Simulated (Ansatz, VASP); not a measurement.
**One calculation of AgCl, two programs**

```
Ag Cl
1.0
     1.73059   -5.55660    0.00000
     1.73059    5.55660    0.00000
     0.00000    0.00000    3.92404
Ag Cl
2 2
Direct
  0.39656 0.60344 0.75000
  0.60344 0.39656 0.25000
  0.86545 0.13455 0.25000
  0.13455 0.86545 0.75000
```

Change from the starting cell: strain -0.0750 x Voigt [1, 0, 0, 0, 0, 0], atoms carried along.

Alike in both runs: task single point; functional PBEsol; k mesh 10 × 10 × 10; occupations gaussian, width 0.03 eV; no spin polarisation.

```csv
,VASP,Ansatz
version,VASP 6.6.1,Ansatz 0.2.0
potentials or method,"VASP PAW PBE potentials, release 64 (Ag, Cl), cutoff 520 eV","scalar-relativistic, plane waves, PAW"
valence electrons in the cell,36,52
```

|  | VASP | Ansatz | Ansatz less VASP |
| --- | --- | --- | --- |
| gap on the k mesh at the Fermi level (eV) | 0.25 | 0.25 | 0.000 |
| least direct gap on the mesh (eV) | 2.05 | 2.05 | -0.003 |
| pressure (GPa) | 2.1 | 2.2 | +0.12 |
| traceless stress, the component that is largest in VASP (GPa) | -1.89 | -1.93 | -0.030 |
| rms of the force components (eV/Å) | 0.038 | 0.037 | -0.0002 |

VASP's potentials were made for PBE, not for PBEsol. Atom by atom the forces differ by 0.001 eV/Å (rms over components). With one functional, cell and mesh, what is left measures potentials, basis and numerics. VASP's potentials hold 36 valence electrons a cell and Ansatz's 52, so a difference there can come from the potentials and not from the codes.
